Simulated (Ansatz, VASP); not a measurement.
**One calculation of C, two programs**

INCAR

```
SYSTEM = C
  ALGO = Normal
  EDIFF = 1E-6
  ENCUT = 520
  GGA = PS
  ISIF = 2
  ISMEAR = 0
  IVDW = 12
  LASPH = .TRUE.
  LCHARG = .FALSE.
  LREAL = .FALSE.
  LWAVE = .FALSE.
  NBANDS = 11
  NELM = 80
  PREC = Accurate
  SIGMA = 0.05
```

Contents of KPOINTS:

```
k-points
0
G
  15 15 15
  0 0 0
```

The input POSCAR:

```
C
1.0
    1.2290461105      0.7095901028      3.2829684898
   -1.2290461105      0.7095901028      3.2829684898
    0.0000000000     -1.4191802055      3.2829684898
C
2
Direct
    0.1856244534      0.1856244534      0.1574391674
    0.8143755466      0.8143755466      0.8425608326
```

Input for Ansatz:

```yaml
crystal:
  lattice:
    - [1.2290461105, 0.7095901028, 3.2829684898]
    - [-1.2290461105, 0.7095901028, 3.2829684898]
    - [0.0, -1.4191802055, 3.2829684898]
  atoms:
    - { symbol: C, position: [0.1856244534, 0.1856244534, 0.1574391674] }
    - { symbol: C, position: [0.8143755466, 0.8143755466, 0.8425608326] }
basis:
  ecutwfc: 520.0
kpoints:
  mp_grid: { grid: [15, 15, 15] }
hamiltonian:
  xc: pbesol
  pseudopotentials: { kind: paw, azcp: { folder: soft_1 } }
  dispersion: d3bj
scf:
  occupations: { method: gaussian, width: 0.05 }
output:
  forces: true
  stress: true
  eigenvalues: true
  write_density: true
  write_potential: true
  elf: true
  volumetric_format: npy
```

Change from the starting cell: mode 4 frozen in at +0.095 Å and mode 6 at +0.040 Å (largest displacements).

Alike in both runs: task single point; functional PBEsol; dispersion D3(BJ); k mesh 15 × 15 × 15; occupations gaussian, width 0.05 eV; no spin polarisation.

|  | VASP | Ansatz |
| --- | --- | --- |
| version | VASP 6.6.1 | Ansatz 0.2.0 |
| potentials or method | VASP PAW PBE potentials, release 64 (C), cutoff 520 eV | scalar-relativistic, plane waves, PAW |
| valence electrons in the cell | 8 | 8 |

|  | VASP | Ansatz | Ansatz less VASP |
| --- | --- | --- | --- |
| gap on the k mesh at the Fermi level (eV) | 0.31 | 0.31 | +0.002 |
| least direct gap on the mesh (eV) | 0.31 | 0.31 | +0.002 |
| pressure (GPa) | 1.1 | 0.3 | -0.71 |
| traceless stress, the component that is largest in VASP (GPa) | 10.30 | 9.70 | -0.603 |
| rms of the force components (eV/Å) | 2.756 | 2.756 | +0.0002 |

VASP's potentials were made for PBE, not for PBEsol, and Ansatz warns of the same on its side. Atom by atom the forces differ by 0.013 eV/Å (rms over components).
